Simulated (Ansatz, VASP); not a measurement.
Two plane-wave programs on InSe5

```xyz
6
Lattice="4.1826 0.0000 0.0000 0.0000 4.1826 0.0000 0.0000 0.0000 9.6112" Properties=species:S:1:pos:R:3 pbc="T T T"
In    2.0913    2.0913    0.0000
Se    0.0000    2.0913    4.8056
Se    2.0913    0.0000    4.8056
Se    2.0913    2.0913    3.0362
Se    2.0913    2.0913    6.5750
Se    0.0000    0.0000    0.0000
```

Alike in both runs: functional PBE; k mesh 4 × 4 × 2; occupations gaussian, width 0.1 eV; no spin polarisation.

Ansatz relaxed the structure, and its values are those at the end. VASP's run is a single point on that final structure, the one shown.

|  | VASP | Ansatz |
| --- | --- | --- |
| version | VASP 6.6.1 | Ansatz 0.2.0 |
| potentials or method | VASP PAW PBE potentials, release 64 (In_d, Se), cutoff 520 eV | scalar-relativistic, plane waves, PAW |
| valence electrons in the cell | 43 | 93 |

Ansatz gave:

| Property | Result |
| --- | --- |
| gap on the k mesh at the Fermi level (eV) | none |
| pressure (GPa) | 0.0 |
| rms of the force components (eV/Å) | 0.008 |

Q: Which values does VASP return?

A: gap on the k mesh at the Fermi level (eV): none; pressure (GPa): 0.0; rms of the force components (eV/Å): 0.006.

A gap of «none» marks a metal or a gap that the smearing closes. VASP's potentials hold 43 valence electrons a cell and Ansatz's 93, so a difference there can come from the potentials and not from the codes.

The k mesh is coarse, so the values compare programs but aren't converged.
